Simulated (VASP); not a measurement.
Write the native input for VASP 6.6.1 that does the following.

```
Task                               : single point
Functional                         : HSE06
Potentials or basis                : VASP PAW PBE potentials, release 64 (Cd)
Cutoff                             : 400 eV
k mesh                             : 3 × 3 × 3, shifted
Occupations                        : methfessel-paxton, width 0.66 eV
Spin                               : no spin polarisation
Dipole correction                  : no
Grid for exact exchange (PRECFOCK) : Normal
Further INCAR settings             : ALGO = Normal; EDIFF = 1e-06; NBANDS = 12; ISYM = -1
Share of exact exchange            : 0.25
Screening parameter                : 0.2079 1/Å
```

Cd:

```
Cd
1.0
     1.60803    0.92840    2.44929
    -1.60803    0.92840    2.44929
     0.00000   -1.85679    2.44929
Cd
1
Direct
  0.00000 0.00000 0.00000
```

These files were run (other wordings do the same):

POSCAR

```
Cd
1.0
    1.6080291515      0.9283960635      2.4492874100
   -1.6080291515      0.9283960635      2.4492874100
    0.0000000000     -1.8567921270      2.4492874100
Cd
1
Direct
    0.0000000000      0.0000000000      0.0000000000
```

INCAR.step1

```
PREC = Accurate ; ENCUT = 400
EDIFF = 1E-5 ; ISMEAR = 1
SIGMA = 0.66 ; LREAL = F
LASPH = T ; NELM = 120
ALGO = Normal ; ISIF = 2
LWAVE = T ; LCHARG = F
GGA = PE ; NBANDS = 12
GGA_COMPAT = F ; ISYM = -1
```

INCAR.step2

```
PREC = Accurate ; ENCUT = 400
EDIFF = 1E-6 ; ISMEAR = 1
SIGMA = 0.66 ; LREAL = F
LASPH = T ; NELM = 120
ALGO = Normal ; ISIF = 2
LWAVE = F ; LCHARG = F
GGA = PE ; LHFCALC = T
HFSCREEN = 0.2079 ; PRECFOCK = Normal
ISTART = 1 ; NBANDS = 12
GGA_COMPAT = F ; ISYM = -1
```

KPOINTS

```
explicit points
27
Reciprocal
  0.08333333   0.08333333   0.08333333 1
  0.08333333   0.08333333   0.41666667 1
  0.08333333   0.08333333   0.75000000 1
  0.08333333   0.41666667   0.08333333 1
  0.08333333   0.41666667   0.41666667 1
  0.08333333   0.41666667   0.75000000 1
  0.08333333   0.75000000   0.08333333 1
  0.08333333   0.75000000   0.41666667 1
  0.08333333   0.75000000   0.75000000 1
  0.41666667   0.08333333   0.08333333 1
  0.41666667   0.08333333   0.41666667 1
  0.41666667   0.08333333   0.75000000 1
  0.41666667   0.41666667   0.08333333 1
  0.41666667   0.41666667   0.41666667 1
  0.41666667   0.41666667   0.75000000 1
  0.41666667   0.75000000   0.08333333 1
  0.41666667   0.75000000   0.41666667 1
  0.41666667   0.75000000   0.75000000 1
  0.75000000   0.08333333   0.08333333 1
  0.75000000   0.08333333   0.41666667 1
  0.75000000   0.08333333   0.75000000 1
  0.75000000   0.41666667   0.08333333 1
  0.75000000   0.41666667   0.41666667 1
  0.75000000   0.41666667   0.75000000 1
  0.75000000   0.75000000   0.08333333 1
  0.75000000   0.75000000   0.41666667 1
  0.75000000   0.75000000   0.75000000 1
```

Potentials or basis: VASP PAW PBE potentials, release 64 (Cd).

Launch:

```sh
$ cat potpaw_PBE.64/Cd/POTCAR > POTCAR
$ cp INCAR.step1 INCAR
$ mpirun -np 1 vasp_std > vasp.out
$ cp INCAR.step2 INCAR
$ mpirun -np 1 vasp_std > vasp.out
```

It gave:

The pressure is 0.7 GPa. The band gap on the k mesh is 0.83 eV (least direct gap 1.98 eV).

Caveat: so wide a smearing shifts energies and pressures; the PAW data sets were made with another functional, which shifts forces and pressure a little; a shifted mesh leaves out Γ, where band edges can lie.

Wall time 2.9 min on 1 thread of AMD EPYC 7R43 64-Core Processor (Zen 3) (shared host), peak memory 0.18 GiB.
